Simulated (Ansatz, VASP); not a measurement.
One calculation of Mg2Si, two programs

The input INCAR:

```
SYSTEM = Mg2Si
PREC = Accurate
ENCUT = 600
EDIFF = 1E-6
ISMEAR = 0
SIGMA = 0.1
LREAL = .False.
LASPH = .True.
NELM = 120
ALGO = Normal
ISIF = 2
LWAVE = .False.
LCHARG = .False.
GGA = PE
NBANDS = 11
GGA_COMPAT = .False.
```

The input KPOINTS:

```
Automatic mesh
0
Gamma
  6 6 6
  0 0 0
```

The input POSCAR:

```
Mg2Si
1.0
    0.0000000000      3.1955000000      3.1955000000
    3.1955000000      0.0000000000      3.1955000000
    3.1955000000      3.1955000000      0.0000000000
Mg Si
2 1
Direct
    0.2500000000      0.2500000000      0.2500000000
    0.7500000000      0.7500000000      0.7500000000
    0.0000000000      0.0000000000      0.0000000000
```

Input for Ansatz:

```yaml
crystal:
  lattice:
    - [0.0, 3.1955, 3.1955]
    - [3.1955, 0.0, 3.1955]
    - [3.1955, 3.1955, 0.0]
  atoms:
    - { symbol: Mg, position: [0.25, 0.25, 0.25] }
    - { symbol: Mg, position: [0.75, 0.75, 0.75] }
    - { symbol: Si, position: [0.0, 0.0, 0.0] }
basis:
  ecutwfc: 420
kpoints:
  mp_grid: { grid: [6, 6, 6] }
hamiltonian:
  xc: pbe
scf:
  occupations: { method: gaussian, width: 0.1 }
output:
  forces: true
  stress: true
  eigenvalues: true
```

Alike in both runs: task single point; functional PBE; k mesh 6 × 6 × 6; occupations gaussian, width 0.1 eV; no spin polarisation.

|  | VASP | Ansatz |
| --- | --- | --- |
| version | VASP 6.6.1 | Ansatz 0.2.0 |
| potentials or method | VASP PAW PBE potentials, release 64 (Mg, Si), cutoff 600 eV | scalar-relativistic, plane waves, PAW |
| valence electrons in the cell | 8 | 24 |

VASP gave:

- gap on the k mesh at the Fermi level (eV): 0.22
- least direct gap on the mesh (eV): 1.76
- pressure (GPa): -0.8

Problem. Which values does Ansatz return?

Solution. gap on the k mesh at the Fermi level (eV): 0.23; least direct gap on the mesh (eV): 1.77; pressure (GPa): -0.7.

With one functional, cell and mesh, what is left measures potentials, basis and numerics. VASP's potentials hold 8 valence electrons a cell and Ansatz's 24, so a difference there can come from the potentials and not from the codes.
